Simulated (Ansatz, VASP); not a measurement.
## BaTiO3: VASP beside Ansatz

```
Ba Ti O
1.0
     2.81717    1.62649    2.30833
    -2.81717    1.62649    2.30833
     0.00000   -3.25299    2.30833
Ba Ti O
1 1 3
Direct
  0.99765 0.99765 0.99765
  0.48659 0.48659 0.48659
  0.50956 0.50956 0.01585
  0.01585 0.50956 0.50956
  0.50956 0.01585 0.50956
```

Alike in both runs: functional PBEsol; k mesh 6 × 6 × 6; no spin polarisation.

Ansatz relaxed the structure, and its values are those at the end. VASP's run is a single point on that final structure, the one shown.

|  | VASP | Ansatz |
| --- | --- | --- |
| version | VASP 6.6.1 | Ansatz 0.2.0 |
| potentials or method | VASP PAW PBE potentials, release 64 (Ba_sv, Ti_sv, O) | plane waves, PAW |
| plane-wave cutoff (eV) | 520 | 420 |
| occupations | gaussian, width 0.01 eV | fixed |
| valence electrons in the cell | 40 | 40 |

```tsv
	VASP	Ansatz	Ansatz less VASP
pressure (GPa)	2.0	0.0	-1.94
rms of the force components (eV/Å)	0.025	0.001	-0.0239
```

VASP's potentials were made for PBE, not for PBEsol.

Neither program's run includes spin-orbit coupling.
